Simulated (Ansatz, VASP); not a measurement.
## BeV2: VASP beside Ansatz

```xyz
6
Lattice="2.6504 0.0000 0.0000 -1.3252 2.2953 0.0000 0.0000 0.0000 10.3091" Properties=species:S:1:pos:R:3 pbc="T T T"
Be    0.0000    1.5302    2.5773
Be    1.3252    0.7651    7.7318
V     0.0000    1.5302    6.4690
V     1.3252    0.7651    1.3144
V     0.0000    1.5302    8.9947
V     1.3252    0.7651    3.8401
```

Alike in both runs: task relaxation of cell and atoms; functional PBE; k mesh 6 × 6 × 2; occupations gaussian, width 0.1 eV; no spin polarisation.

```csv
,VASP,Ansatz
version,VASP 6.6.1,Ansatz 0.2.0
potentials or method,"VASP PAW PBE potentials, release 64 (Be, V_sv), cutoff 600 eV","scalar-relativistic, plane waves, PAW"
valence electrons in the cell,56,56
```

|  | VASP | Ansatz | Ansatz less VASP |
| --- | --- | --- | --- |
| gap on the k mesh at the Fermi level, each at its own relaxed structure (eV) | none | none | - |
| relaxed volume (Å³/atom) | 12.28 | 12.31 | +0.028 |
| relaxed cell length with the largest relative difference (Å) | 13.185 | 13.209 | +0.0237 |

A gap of «none» marks a metal or a gap that the smearing closes.

The k mesh is coarse, so the values compare programs but aren't converged. Noted on VASP's run: the volume moved by over 15 % at a fixed basis, so the end points are rough.
